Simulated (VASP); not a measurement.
# H2Se (Cmmm) in VASP: a series of runs, part 2 of 2

VASP 6.6.1. The steps go on from the part before.

## Step 3: Single point, PBE+D3(BJ)

This run uses another cell than the first one, of 14.11 Å³/atom, 1.086 times its volume.

INCAR

```
SYSTEM = H2Se
PREC = Accurate ; ENCUT = 520
EDIFF = 1E-7 ; ISMEAR = 0
SIGMA = 0.1 ; LREAL = .False.
LASPH = .True. ; NELM = 60
ALGO = Normal ; ISIF = 2
LWAVE = .False. ; LCHARG = .False.
GGA = PE ; IVDW = 12
NBANDS = 11
```

KPOINTS

```
Automatic mesh
0
Gamma
  6 6 6
  0 0 0
```

POSCAR

```
H2Se
1.0
    1.8631219340     -1.8548469748      0.0000000000
    1.8631219340      1.8548469748      0.0000000000
    0.0000000000      0.0000000000      6.1259304264
H Se
2 1
Direct
    0.1011042868      0.8988957132      0.5000000000
    0.8988957132      0.1011042868      0.5000000000
    0.5000000000      0.5000000000      0.0000000000
```

Potentials or basis: VASP PAW PBE potentials, release 64 (H, Se).

Started as:

```bash
$ cat potpaw_PBE.64/H/POTCAR potpaw_PBE.64/Se/POTCAR > POTCAR
$ mpirun -np 1 vasp_std > vasp.out
```

OUTCAR:

```text
SYSTEM = H2Se
   PREC = Accurate
   ENCUT = 520
   EDIFF = 1E-7
   ISMEAR = 0
   LREAL = .False.
   LASPH = .True.
   NELM = 60
   ISIF = 2
   GGA = PE
   IVDW = 12
 IVDW          = 12

 ion  position               nearest neighbor table
   1  0.101  0.899  0.500-   2 0.75
   2  0.899  0.101  0.500-   1 0.75
   3  0.500  0.500  0.000-

  LATTYP: Found a base centered orthorhombic cell.
 ALAT       =     3.7096939496
 B/A-ratio  =     1.0044612625
 C/A-ratio  =     1.6513304088

  Lattice vectors:

 A1 = (  -1.8631219340,  -1.8548469748,   0.0000000000)
 A2 = (   1.8631219340,  -1.8548469748,   0.0000000000)
 A3 = (   0.0000000000,   0.0000000000,   6.1259304264)

Analysis of symmetry for initial positions (statically):
=====================================================================
 Subroutine PRICEL returns:
 Original cell was already a primitive cell.

 Routine SETGRP: Setting up the symmetry group for a
 base centered orthorhombic supercell.

 Subroutine GETGRP returns: Found  8 space group operations
 (whereof  8 operations were pure point group operations)
 out of a pool of  8 trial point group operations.

[... 178 lines left out ...]
      6       7.9878      0.00000
      7       8.9819      0.00000
      8      10.1380      0.00000
      9      12.4547      0.00000
     10      14.8753      0.00000
     11      16.7739      0.00000
[... 309 lines left out ...]
 k-point    24 :       0.5000    0.3333    0.1667
  band No.  band energies     occupation
      1     -10.1502      2.00000
      2      -4.7011      2.00000
      3      -3.3199      2.00000
      4      -1.5068      2.00000
      5       0.8962      0.00515
      6       6.6057      0.00000
      7       7.0102      0.00000
      8       8.2095      0.00000
      9      11.0986      0.00000
     10      11.7754      0.00000
     11      14.7338      0.00000

 [... further k-points ...]

------------------------ aborting loop because EDIFF is reached ----------------------------------------

 Edisp (eV)   -0.35199

 E8    (eV) :    -0.1215

  FORCE on cell =-STRESS in cart. coord.  units (eV):
  Direction    XX          YY          ZZ          XY          YZ          ZX
  --------------------------------------------------------------------------------------
  -------------------------------------------------------------------------------------
  Total      -0.00169    -0.01346    -0.00550     0.00000     0.00000     0.00000
  in kB      -0.06402    -0.50918    -0.20821     0.00000     0.00000     0.00000
  external pressure =       -0.26 kB  Pullay stress =        0.00 kB

 VOLUME and BASIS-vectors are now :
 -----------------------------------------------------------------------------
  energy-cutoff  :      520.00
  volume of cell :       42.34
      direct lattice vectors                 reciprocal lattice vectors
     1.863121934 -1.854846975  0.000000000     0.268366762 -0.269564016  0.000000000
     1.863121934  1.854846975  0.000000000     0.268366762  0.269564016  0.000000000
     0.000000000  0.000000000  6.125930426     0.000000000  0.000000000  0.163240509

 POSITION                                       TOTAL-FORCE (eV/Angst)
 -----------------------------------------------------------------------------------
      1.86312      1.47978      3.06297         0.000000      0.011142      0.000000
      1.86312     -1.47978      3.06297         0.000000     -0.011142      0.000000
      1.86312      0.00000      0.00000         0.000000      0.000000      0.000000
 -----------------------------------------------------------------------------------
    total drift:                                0.000000     -0.000000     -0.000000

  FREE ENERGIE OF THE ION-ELECTRON SYSTEM (eV)
  ---------------------------------------------------
  free  energy   TOTEN  =       -10.2674037301 eV

  energy  without entropy=      -10.2592297107  energy(sigma->0) =      -10.26331672
```

OSZICAR:

```text
N       E                     dE             d eps       ncg     rms          rms(c)
DAV:   1     0.204381746189E+02    0.20438E+02   -0.33390E+03  1144   0.583E+02
DAV:   2    -0.918427131707E+01   -0.29622E+02   -0.27851E+02  1584   0.961E+01
DAV:   3    -0.105302075702E+02   -0.13459E+01   -0.13338E+01  1414   0.221E+01
DAV:   4    -0.105372711507E+02   -0.70636E-02   -0.70592E-02  1300   0.182E+00
DAV:   5    -0.105372995233E+02   -0.28373E-04   -0.28372E-04  1415   0.120E-01    0.553E+00
DAV:   6    -0.101134499613E+02    0.42385E+00   -0.24126E-01  1270   0.202E+00    0.318E+00
DAV:   7    -0.991230401030E+01    0.20115E+00   -0.39956E-01  1306   0.284E+00    0.371E-01
DAV:   8    -0.991462857143E+01   -0.23246E-02   -0.26768E-02  1337   0.823E-01    0.217E-01
DAV:   9    -0.991548068616E+01   -0.85211E-03   -0.21383E-03  1285   0.255E-01    0.622E-02
DAV:  10    -0.991541266544E+01    0.68021E-04   -0.11468E-04  1352   0.558E-02    0.197E-02
DAV:  11    -0.991541623217E+01   -0.35667E-05   -0.35150E-05  1344   0.325E-02    0.347E-03
DAV:  12    -0.991541685400E+01   -0.62183E-06   -0.15333E-06  1293   0.802E-03    0.217E-03
DAV:  13    -0.991541685764E+01   -0.36433E-08   -0.30408E-07  1255   0.298E-03
   1 F= -.10267404E+02 E0= -.10263317E+02  d E =-.817402E-02
```

stdout:

```text
POSCAR found type information on POSCAR H Se
 POSCAR found :  2 types and       3 ions
 scaLAPACK will be used
 LDA part: xc-table for (Slater+PW92), standard interpolation
 POSCAR, INCAR and KPOINTS ok, starting setup
 FFT: planning ... GRIDC
 FFT: planning ... GRID_SOFT
 FFT: planning ... GRID
 WAVECAR not read
 entering main loop
```

Run time: 15 s. Hardware: 1 thread of Intel Xeon Platinum 8259CL at 2.50GHz (Skylake/Cascade Lake), shared host; peak memory 0.17 GiB.

Results:

* Free energy: -10.2674 eV
* Pressure: 0.0 GPa
* Largest force: 0.011 eV/Å
* Band gap on the k mesh: zero (band 4 reaches 4.33 eV, above the bottom of band 5 at -0.00 eV)
* Dispersion energy per atom: -0.117 eV

Forces in eV/Å, atoms in the order of the input:
```
H    0.000  0.011  0.000
H    0.000 -0.011  0.000
Se   0.000  0.000  0.000
```

Caveat: the k points lie up to 0.40 Å⁻¹ apart.

## Step 4: Relaxation of cell and atoms, PBE+D3(BJ)

INCAR

```
SYSTEM = H2Se
PREC = Accurate ; ENCUT = 600
EDIFF = 1E-7 ; ISMEAR = 0
SIGMA = 0.1 ; LREAL = .False.
LASPH = .True. ; NELM = 100
ALGO = Normal ; ISIF = 3
LWAVE = .False. ; LCHARG = .False.
GGA = PE ; IVDW = 12
IBRION = 2 ; NSW = 90
EDIFFG = -0.04
```

KPOINTS is that of step 3.

POSCAR

```
H2Se
1.0
    1.8948823400     -2.9046886700      0.0000000000
    1.8948823400      2.9046886700      0.0000000000
    0.0000000000      0.0000000000      3.5412502300
H Se
2 1
Direct
    0.0997080100      0.9002919900      0.5000000000
    0.9002919900      0.0997080100      0.5000000000
    0.5000000000      0.5000000000      0.0000000000
```

Started as:

```bash
$ cat potpaw_PBE.64/H/POTCAR potpaw_PBE.64/Se/POTCAR > POTCAR
$ mpirun -np 1 vasp_std > vasp.out
```

It took 8.2 min on 1 thread of Intel Xeon Platinum 8259CL at 2.50GHz (Skylake/Cascade Lake), shared host; peak memory 0.19 GiB.

The run converged. Its results:

* Free energy: -10.1972 eV
* Relaxed volume: 12.86 Å³/atom
* Relaxed cell: a = 2.630 Å, b = 2.630 Å, c = 5.580 Å, α = 90.00°, β = 90.00°, γ = 89.03°
* Space group after relaxing (to 0.05 Å): Cmmm (No. 65)
* Energy gained by relaxing: 833.6 meV/atom
* Ionic steps: 56
* Pressure after relaxing: 0.0 GPa
* Largest force after relaxing: 0.034 eV/Å
* Band gap on the k mesh: zero (band 4 reaches 4.85 eV, above the bottom of band 5 at 0.55 eV)
* Dispersion energy per atom: -0.131 eV

Forces on the atoms (eV/Å):
```
H    0.000  0.034  0.000
H    0.000 -0.034  0.000
Se   0.000  0.000  0.000
```

Stress tensor (GPa, compression positive):
```
-0.31  0.00  0.00
 0.00  0.07  0.00
 0.00  0.00  0.25
```

The path:
```csv
step,energy change (eV),largest force (eV/Å),pressure (GPa),volume (Å³)
1,0.0000,3.1593,-12.04,38.98
3,-1.1230,0.8342,-0.46,33.32
5,-1.2351,0.2669,-1.08,32.79
7,-1.0474,2.1634,18.57,24.95
9,-1.5386,0.3120,1.85,28.64
11,-1.5701,0.0562,1.80,28.90
13,-1.6960,0.5442,-2.17,31.04
15,-1.6992,0.7468,-2.99,31.99
17,-1.7558,0.5665,-2.68,32.57
19,-1.9011,2.7083,2.09,34.57
21,-1.9823,3.0298,2.20,35.47
23,-2.1230,2.2479,1.58,36.97
25,-2.1911,0.1247,-0.68,37.75
27,-2.2025,0.0407,-0.49,37.74
29,-2.2800,0.1401,0.71,37.81
31,-2.2474,1.3490,9.19,37.31
33,-2.3661,0.2679,3.69,38.08
35,-2.3782,0.4884,2.71,38.68
37,-2.4458,0.0285,0.33,40.47
39,-2.4657,0.4520,-1.01,42.08
41,-2.4735,0.1486,-1.94,42.36
43,-2.4911,0.2327,-0.74,41.05
45,-2.4939,0.2840,-0.69,40.11
47,-2.4962,0.0424,-0.37,40.01
49,-2.4978,0.0636,0.32,39.15
51,-2.4989,0.1480,0.15,38.86
53,-2.5004,0.0243,0.20,38.53
55,-2.5006,0.0624,0.01,38.56
56,-2.5008,0.0344,0.00,38.58
```

Final structure:
```
CELL_PARAMETERS angstrom
1.87512 -1.84367 0.00000
1.87512 1.84367 0.00000
0.00000 0.00000 5.57986
ATOMIC_POSITIONS crystal
H 0.10224 0.89776 0.50000
H 0.89776 0.10224 0.50000
Se 0.50000 0.50000 0.00000
```

Levels at points of the mesh, in eV from the Fermi level:
```tsv
k point	band 1	band 2	band 3	band 4	band 5	band 6	band 7	band 8
(0.00, 0.00, 0.00)	-15.84	-6.92	-4.21	3.59	3.72	8.51	9.44	9.92
(0.50, 0.00, 0.00)	-12.79	-7.12	-4.87	-1.39	4.26	5.20	5.65	13.47
(0.50, 0.50, 0.00)	-9.59	-4.67	-4.45	-3.63	1.06	4.12	7.03	9.38
(0.00, 0.00, 0.50)	-15.83	-7.48	-3.06	3.60	3.73	5.32	9.46	11.61
(0.50, 0.00, 0.50)	-12.79	-6.98	-5.16	-1.67	5.65	5.70	6.57	10.45
(0.50, 0.50, 0.50)	-9.58	-4.66	-4.43	-3.62	0.98	3.90	6.18	7.72
```

Caveat: pairwise dispersion overbinds metals, which lowers pressure and volume.

## Step 5: Overview

```csv
task,cell,cutoff (eV),gap on the mesh (eV),pressure (GPa),largest force (eV/Å)
single point,"a = 3.468, b = 3.468, c = 3.541 Å, angles 90.0, 90.0, 113.8°, 3 atoms",520,none,-12.1,3.16
single point,"a = 2.629, b = 2.629, c = 6.126 Å, angles 90.0, 90.0, 89.7°, 3 atoms",520,none,0.0,0.01
relaxation of cell and atoms,"relaxed from a = 3.468, b = 3.468, c = 3.541 Å, angles 90.0, 90.0, 113.8°, 3 atoms",600,none,0.0,0.03
```

Alike in all rows: level PBE+D3(BJ); potentials or basis VASP PAW PBE potentials, release 64 (H, Se); no spin polarisation; k mesh 6 × 6 × 6; smearing gaussian 0.1 eV.

Caveats: some runs use coarse meshes; pairwise dispersion overbinds metals, which lowers pressure and volume (some runs); forces of over 1 eV/Å act on the atoms, so gaps and moduli don't describe the material at rest (some runs).

Total energies depend on the potentials used, so only differences within one code and one set of settings carry meaning.
